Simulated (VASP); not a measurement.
**AlN: single point with PBE**

Crystal: AlN.

```xyz
12
Lattice="7.6111 0.0000 0.0000 -3.8056 6.5914 0.0000 0.0000 0.0000 2.8456" Properties=species:S:1:pos:R:3 pbc="T T T"
Al    4.4242    3.6541    2.1342
Al   -0.9524    5.6585    0.7114
Al    4.7580    0.9329    2.1342
Al    1.5711    4.5870    0.7114
Al   -0.6186    2.9373    0.7114
Al    2.2345    2.0044    2.1342
N     3.1746    3.6786    0.7114
N    -1.5984    4.5886    2.1342
N     2.8381    0.9100    0.7114
N     0.6309    2.9129    2.1342
N     0.9675    5.6814    2.1342
N     5.4040    2.0028    0.7114
```

```json
{
 "Program": "VASP 6.6.1",
 "Task": "single point",
 "Functional": "PBE",
 "Potentials or basis": "VASP PAW PBE potentials, release 64 (Al, N)",
 "Cutoff": "520 eV",
 "k mesh": "6 × 6 × 10",
 "Occupations": "gaussian, width 0.02 eV",
 "Spin": "no spin polarisation"
}
```

| Quantity | Value |
| --- | --- |
| Pressure | -0.2 GPa |
| Largest force | 0.007 eV/Å |
| Band gap on the k mesh | 2.40 eV, indirect (least direct gap 2.48 eV) |

Forces in eV/Å, atoms in the order of the input:
```
Al  -0.003 -0.001  0.000
Al   0.000 -0.004  0.000
Al   0.000  0.004  0.000
Al  -0.003  0.002  0.000
Al   0.003  0.001  0.000
Al   0.003 -0.002  0.000
N    0.006  0.004  0.000
N    0.000  0.007  0.000
N   -0.006  0.004  0.000
N   -0.006 -0.004  0.000
N    0.006 -0.004  0.000
N    0.000 -0.007  0.000
```

Stress tensor (GPa, compression positive):
```
-0.22  0.00  0.00
 0.00 -0.22  0.00
 0.00  0.00 -0.13
```

Levels at points of the mesh, in eV from the valence-band top:
```
           k point  band 20  band 21  band 22  band 23  band 24  band 25  band 26  band 27  band 28  band 29
(0.00, 0.00, 0.00)    -0.39    -0.36    -0.36    -0.08    -0.08     2.40     4.22     5.61     5.61     6.00
(0.50, 0.00, 0.00)    -0.41    -0.39    -0.17    -0.04    -0.02     3.68     3.81     4.49     5.24     5.72
(0.00, 0.00, 0.50)    -1.41    -0.65    -0.65    -0.65    -0.65     2.64     2.64     5.65     5.65     5.65
(0.50, 0.00, 0.50)    -1.38    -0.56    -0.56    -0.45    -0.45     2.84     2.84     5.40     5.40     5.91
```

Run time: 2.6 min on 1 thread of Intel(R) Xeon(R) 6975P-C (Granite Rapids), on a shared host, peak memory 0.38 GiB.

A k mesh can miss the band edges.
